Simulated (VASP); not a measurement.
# ScAl3 (Pm-3m) in VASP: a series of runs, part 2 of 3

VASP 6.6.1.

### Step 3. Single point, r2SCAN (volume scaled by 0.97)

Contents of POSCAR:

```
ScAl3
1.0
    4.0442657182      0.0000000000      0.0000000000
    0.0000000000      4.0442657182      0.0000000000
    0.0000000000      0.0000000000      4.0442657182
Sc Al
1 3
Direct
    0.0000000000      0.0000000000      0.0000000000
    0.5000000000      0.0000000000      0.5000000000
    0.0000000000      0.5000000000      0.5000000000
    0.5000000000      0.5000000000      0.0000000000
```

Contents of INCAR.step1:

```
SYSTEM = ScAl3
PREC = Accurate
ENCUT = 520
ISMEAR = 0
SIGMA = 0.1
LREAL = .FALSE.
LASPH = .TRUE.
NELM = 100
NBANDS = 18
GGA = PE
ALGO = Normal
EDIFF = 1E-4
LWAVE = .TRUE.
LCHARG = .FALSE.
```

Contents of INCAR.step2:

```
SYSTEM = ScAl3
PREC = Accurate
ENCUT = 520
EDIFF = 1E-6
ISMEAR = 0
SIGMA = 0.1
LREAL = .FALSE.
LASPH = .TRUE.
NELM = 100
ALGO = Normal
ISIF = 2
LWAVE = .FALSE.
LCHARG = .TRUE.
METAGGA = R2SCAN
LMIXTAU = .TRUE.
LELF = .TRUE.
LVHAR = .TRUE.
NBANDS = 18
ISTART = 1
```

Contents of KPOINTS:

```
Automatic mesh
0
G
  10 10 10
  0 0 0
```

Potentials or basis: VASP PAW PBE potentials, release 64 (Sc_sv, Al).

On the command line:

```
$ cat potpaw_PBE.64/Sc_sv/POTCAR potpaw_PBE.64/Al/POTCAR > POTCAR
$ cp INCAR.step1 INCAR
$ mpirun -np 1 vasp_std > vasp.out
$ cp INCAR.step2 INCAR
$ mpirun -np 1 vasp_std > vasp.out
```

OUTCAR:

```text
SYSTEM = ScAl3
   PREC = Accurate
   ENCUT = 520
   EDIFF = 1E-6
   ISMEAR = 0
   LREAL = .FALSE.
   LASPH = .TRUE.
   NELM = 100
   ISIF = 2
   METAGGA = R2SCAN
   ISTART = 1

 ion  position               nearest neighbor table
   1  0.000  0.000  0.000-   2 2.86   3 2.86   4 2.86   2 2.86   3 2.86   3 2.86   4 2.86   3 2.86
                             2 2.86   4 2.86   2 2.86   4 2.86
   2  0.500  0.000  0.500-   1 2.86   3 2.86   4 2.86   1 2.86   4 2.86   3 2.86   4 2.86   4 2.86
                             1 2.86   3 2.86   1 2.86   3 2.86
   3  0.000  0.500  0.500-   1 2.86   2 2.86   4 2.86   1 2.86   4 2.86   1 2.86   2 2.86   1 2.86
                             2 2.86   4 2.86   4 2.86   2 2.86
   4  0.500  0.500  0.000-   1 2.86   2 2.86   3 2.86   2 2.86   3 2.86   1 2.86   2 2.86   2 2.86
                             1 2.86   3 2.86   3 2.86   1 2.86

  LATTYP: Found a simple cubic cell.
 ALAT       =     4.0442657182

  Lattice vectors:

 A1 = (   4.0442657182,   0.0000000000,   0.0000000000)
 A2 = (   0.0000000000,   4.0442657182,   0.0000000000)
 A3 = (   0.0000000000,   0.0000000000,   4.0442657182)

Analysis of symmetry for initial positions (statically):
=====================================================================
 Subroutine PRICEL returns:
 Original cell was already a primitive cell.

 Routine SETGRP: Setting up the symmetry group for a
 simple cubic supercell.

 Subroutine GETGRP returns: Found 48 space group operations
 (whereof 48 operations were pure point group operations)
 out of a pool of 48 trial point group operations.

The static configuration has the point symmetry O_h .

Analysis of symmetry for dynamics (positions and initial velocities):
=====================================================================
 Subroutine PRICEL returns:
 Original cell was already a primitive cell.

 Routine SETGRP: Setting up the symmetry group for a
 simple cubic supercell.

[... 122 lines left out ...]
   EFERMI =   0.00;   METHOD = LEGACY
   ISMEAR =     0;   SIGMA  =   0.10  broadening in eV -4-tet -1-fermi 0-gaus
   EFERMI_NEDOS =   21; number of points for ismear=-14 and -15
   IALGO  =     38    algorithm
   IMIX   =      4    mixing-type and parameters
     AMIX     =   0.40;   BMIX     =  1.00
     AMIX_MAG =   1.60;   BMIX_MAG =  1.00
  volume/ion in A,a.u.               =      16.54       111.60
  Fermi-wavevector in a.u.,A,eV,Ry     =   1.098783  2.076398 16.426632  1.207323
  Thomas-Fermi vector in A             =   2.235166
   LORBIT       =      0    0 simple, 1 ext, 2 COOP (PROOUT), +10 PAW based schemes
   METAGGA = R2SCAN    functional components
   LHFCALC =     F    Hartree Fock is set to
   AEXX    =    0.0000 exact exchange contribution
   IVDW    =     0    specifies the selected vdW correction
   LEPSILON=     F    determine dielectric tensor
   LRPA    =     F    only Hartree local field effects (RPA)
 non-spin polarized calculation
 Gauss-broadening in eV      SIGMA  =   0.10
  energy-cutoff  :      520.00
  volume of cell :       66.15
 maximum number of plane-waves:      1806
   NGX = 15   NGY = 15   NGZ = 15

 number of electron      20.0000002 magnetization

 Free energy of the ion-electron system (eV)
  ---------------------------------------------------
  ext. energy  EPLUGINS =         0.00000000
  ---------------------------------------------------
  free energy    TOTEN  =       -33.49236716 eV

  energy without entropy =      -33.48754882  energy(sigma->0) =      -33.48995799

 E-fermi :   7.6148     XC(G=0): -11.2566

 val. band max:        7.5672413204   @ k =   0.5000   0.1000   0.1000
 cond. band min:       7.6182874909   @ k =   0.3000   0.0000   0.0000
 fundamental gap:      0.0510461705
 Fermi energy:         7.6147619095

 k-point     1 :       0.0000    0.0000    0.0000
  band No.  band energies     occupation
      1     -43.3584      2.00000
      2     -21.1106      2.00000
      3     -21.1106      2.00000
      4     -21.1106      2.00000
      5      -3.2180      2.00000
      6       4.8417      2.00000
[... 481 lines left out ...]
      5      -2.1490      2.00000
      6       1.6381      2.00000
[... 10 lines left out ...]
     17      12.8692      0.00000
     18      13.7639      0.00000

 [... further k-points ...]
[... 5 lines left out ...]
  --------------------------------------------------------------------------------------
  -------------------------------------------------------------------------------------
  Total        1.2561497      1.2561497      1.2561497      0.0000000      0.0000000      0.0000000
  in kB       30.4251652     30.4251652     30.4251652      0.0000000      0.0000000      0.0000000
  external PRESSURE =      30.4251652 kB  Pullay stress =       0.0000000 kB

 VOLUME and BASIS-vectors are now :
 -----------------------------------------------------------------------------
  energy-cutoff  :      520.00
  volume of cell :       66.15
      direct lattice vectors                 reciprocal lattice vectors
     4.044265718  0.000000000  0.000000000     0.247263674  0.000000000  0.000000000
     0.000000000  4.044265718  0.000000000     0.000000000  0.247263674  0.000000000
     0.000000000  0.000000000  4.044265718     0.000000000  0.000000000  0.247263674

 POSITION                                       TOTAL-FORCE (eV/Angst)
 -----------------------------------------------------------------------------------
      0.00000      0.00000      0.00000         0.000000      0.000000      0.000000
      2.02213      0.00000      2.02213         0.000000      0.000000      0.000000
      0.00000      2.02213      2.02213         0.000000      0.000000      0.000000
      2.02213      2.02213      0.00000         0.000000      0.000000      0.000000
 -----------------------------------------------------------------------------------
    total drift:                                0.000000     -0.000000      0.000000

  FREE ENERGIE OF THE ION-ELECTRON SYSTEM (eV)
  ---------------------------------------------------
  free  energy   TOTEN  =       -33.4923671595 eV

  energy  without entropy=      -33.4875488179  energy(sigma->0) =      -33.48995799
```

OSZICAR.step1:

```text
N       E                     dE             d eps       ncg     rms          rms(c)
DAV:   1     0.109228710865E+03    0.10923E+03   -0.83422E+03  2016   0.101E+03
DAV:   2    -0.151372668907E+02   -0.12437E+03   -0.12151E+03  2016   0.291E+02
DAV:   3    -0.200861291575E+02   -0.49489E+01   -0.47283E+01  3046   0.554E+01
DAV:   4    -0.202210053167E+02   -0.13488E+00   -0.13458E+00  3104   0.950E+00
DAV:   5    -0.202230592530E+02   -0.20539E-02   -0.20537E-02  2900   0.104E+00    0.940E+00
DAV:   6    -0.193289553504E+02    0.89410E+00   -0.33727E+00  3046   0.197E+01    0.333E+00
DAV:   7    -0.192838237961E+02    0.45132E-01   -0.10684E-01  2994   0.243E+00    0.199E+00
DAV:   8    -0.192611764563E+02    0.22647E-01   -0.39519E-02  3256   0.167E+00    0.298E-01
DAV:   9    -0.192609150045E+02    0.26145E-03   -0.77952E-03  3126   0.997E-01    0.191E-01
DAV:  10    -0.192605866109E+02    0.32839E-03   -0.11166E-03  2908   0.348E-01    0.522E-02
DAV:  11    -0.192605895580E+02   -0.29471E-05   -0.41910E-05  1324   0.482E-02
   1 F= -.19260590E+02 E0= -.19257997E+02  d E =-.518450E-02
```

It took 3.1 min on 1 thread of Intel Xeon 6975P-C, shared host; peak memory 0.21 GiB.

Results:

```yaml
Free_energy: -33.4924 eV
Pressure: 3.0 GPa
Band_gap_on_the_k_mesh: zero (band 10 reaches 8.63 eV, above the bottom of band 11 at 4.30 eV)
```

Caveat: the PAW data sets were made with another functional, which shifts forces and pressure a little.

(Continued in part 3 of 3.)
